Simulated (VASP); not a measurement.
**Zn: single point with PBE**

Crystal: Zn.

```
CELL_PARAMETERS angstrom
0.00000 2.05707 2.05707
2.05707 0.00000 2.05707
2.05707 2.05707 0.00000
ATOMIC_POSITIONS crystal
Zn 0.00000 0.00000 0.00000
```

This cell differs from its parent crystal: Cd replaced by Zn, lengths x 0.908, strained.

| Quantity | Value |
| --- | --- |
| Program | VASP 6.6.1 |
| Task | single point |
| Functional | PBE |
| Potentials or basis | VASP PAW PBE potentials, release 64 (Zn) |
| Cutoff | 500 eV |
| k mesh | 8 × 8 × 8 |
| Occupations | gaussian, width 0.1 eV |
| Spin | no spin polarisation |
| Dipole correction | no |
| Further INCAR settings | ALGO = Normal; EDIFF = 1e-06; NBANDS = 12 |

The pressure is -6.3 GPa and the band gap on the k mesh is zero (band 6 reaches 4.35 eV, above the bottom of band 7 at 0.59 eV).

Levels at points of the mesh, in eV from the Fermi level:
| k point | band 4 | band 5 | band 6 | band 7 | band 8 | band 9 |
| --- | --- | --- | --- | --- | --- | --- |
| (0.00, 0.00, 0.00) | -6.93 | -6.64 | -6.64 | 16.79 | 16.79 | 16.79 |
| (0.50, 0.00, 0.00) | -6.42 | -6.42 | -1.97 | -1.21 | 14.08 | 14.08 |
| (0.50, 0.50, 0.00) | -6.36 | -6.36 | -0.29 | 1.61 | 8.14 | 8.14 |

Wall time 11 s on 1 thread of AMD EPYC 7R43 64-Core Processor (Zen 3), on a shared host, peak memory 0.1 GiB.

Caveat: the cell differs from its parent crystal (Cd replaced by Zn, lengths x 0.908, strained).
